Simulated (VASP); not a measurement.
Set up this calculation in VASP 6.6.1, as the native input.

```
Task                   : single point
Functional             : PBE
Potentials or basis    : VASP PAW PBE potentials, release 64 (Ta_sv_GW, F)
Cutoff                 : 700 eV
k mesh                 : 3 × 3 × 3
Occupations            : gaussian, width 0.15 eV
Spin                   : no spin polarisation
Dipole correction      : no
Further INCAR settings : ALGO = Normal; EDIFF = 1e-06; NBANDS = 28
```

The structure of TaF4 lies in POSCAR:

```
TaF4
1.0
    2.8083937581     -3.1158966451      0.0000000000
    2.8083937581      3.1158966451      0.0000000000
    0.0000000000      0.0000000000      5.6995610216
Ta F
1 4
Direct
    0.5000000000      0.5000000000      0.0000000000
    0.7378391954      0.7378391954      0.7679812260
    0.2621608046      0.2621608046      0.7679812260
    0.7378391954      0.7378391954      0.2320187740
    0.2621608046      0.2621608046      0.2320187740
```

The cell was generated, and may not be a known phase.

One way to write it, as run:

INCAR

```
SYSTEM = TaF4
PREC = Accurate ; ENCUT = 700
EDIFF = 1E-6 ; ISMEAR = 0
SIGMA = 0.15 ; LREAL = .False.
LASPH = .True. ; NELM = 120
ALGO = Normal ; ISIF = 2
LWAVE = .False. ; LCHARG = .True.
GGA = PE ; LELF = .True.
LVHAR = .True. ; NBANDS = 28
GGA_COMPAT = .False.
```

KPOINTS

```
regular mesh
0
Gamma
  3 3 3
  0 0 0
```

Potentials or basis: VASP PAW PBE potentials, release 64 (Ta_sv_GW, F).

Launch:

```bash
$ cat potpaw_PBE.64/Ta_sv_GW/POTCAR potpaw_PBE.64/F/POTCAR > POTCAR
$ mpirun -np 1 vasp_std > vasp.out
```

It gave:

The pressure is 0.9 GPa. The largest force is 0.176 eV/Å and the band gap on the k mesh is zero (an odd number of electrons rules out a gap without spin polarisation).

Caveat: the k points lie up to 0.50 Å⁻¹ apart, too coarse for converged energies and pressures of a metal; spin-orbit coupling is left out, which moves the levels of the heavy elements; an odd number of electrons without spin polarisation forces a metal; a magnetic or distorted state may lie lower.

Run time: 20 s on 1 thread of Intel(R) Xeon(R) Platinum 8559C (Emerald Rapids), on a shared host, peak memory 0.25 GiB.
